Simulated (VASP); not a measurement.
A run of VASP 6.6.1:

File INCAR:

```
PREC     = Accurate       # precision mode
ENCUT    = 520            # plane-wave cutoff, eV
EDIFF    = 1E-6           # SCF threshold, eV
ISMEAR   = -1             # smearing method
SIGMA    = 0.05           # smearing width, eV
LREAL    = Auto         
LASPH    = T              # aspherical terms in the spheres
NELM     = 100            # most SCF steps
ALGO     = Normal         # electronic algorithm
ISIF     = 2              # what is computed and relaxed
LWAVE    = F              # write WAVECAR
LCHARG   = T              # write CHGCAR
GGA      = PE             # functional
IVDW     = 12             # dispersion correction
LELF     = T              # ELF
LVHAR    = T            
NBANDS   = 55             # bands
```

KPOINTS

```
Automatic mesh
0
Gamma
  1 1 1
```

The input POSCAR:

```
H17ClO8
1.0
    5.7726590000      0.0000000000      0.0000000000
    0.0000000000      5.5050460000      0.0000000000
    0.0000000000      0.0000000000      6.1433280000
O H Cl
8 17 1
Direct
    0.5605389128     -0.0538415120      0.9978793253
    0.1933597671      0.5008314190      0.3247913834
    0.8037370647      0.3648470876      0.2059795603
    0.1225258585      0.7637175057     -0.0900814672
    0.5475986023      0.7266605947      0.3576400283
    0.0708165856      0.2212515572      0.8469676371
    1.0114403085      0.8255153545      0.5023824220
    0.6531305591      0.5535285264      0.7555188328
    0.6261239405      0.1026512767      0.9670979638
    0.6258987409     -0.1865379508      0.9088559165
    0.0728087351      0.5955081938      0.3805592018
    0.4048394336      0.5916390163      0.3318396804
    0.9030154042      0.2366011111      0.1588389876
    0.8675378192      0.3975080317      0.3575586392
    0.2239349319      0.7837899992      0.0118014210
    0.0075528452      0.6464432813     -0.0509495830
    0.6031189440      0.8441528009      0.2376399242
    0.5008437186      0.8338168291      0.4936737872
    0.2397335439      0.2156385251      0.8629524583
    0.0653251820      0.0396726930      0.8949709343
    1.1181155859      0.8989207356      0.6100113815
    0.8800970229      0.8904739397      0.5755512322
    0.6399304030      0.6049359079      0.6133808906
    0.7380654218      0.3997241803      0.7378736737
    0.2197947254      0.3546927673      0.4138147922
    0.5106485590      0.1414338772      0.5455837618
```

Potentials or basis: VASP PAW PBE potentials, release 64 (O, H, Cl).

Command:

```console
$ cat potpaw_PBE.64/O/POTCAR potpaw_PBE.64/H/POTCAR potpaw_PBE.64/Cl/POTCAR > POTCAR
$ mpirun -np 1 vasp_gam > vasp.out
```

Hardware: 1 thread of Intel Xeon 8259CL, on a shared host.

Q: How long does it take, and how much memory?

A: Run time: 32 s on 1 thread of Intel Xeon 8259CL, on a shared host, peak memory 0.28 GiB. Counts: scf iterations 15, k points 1.
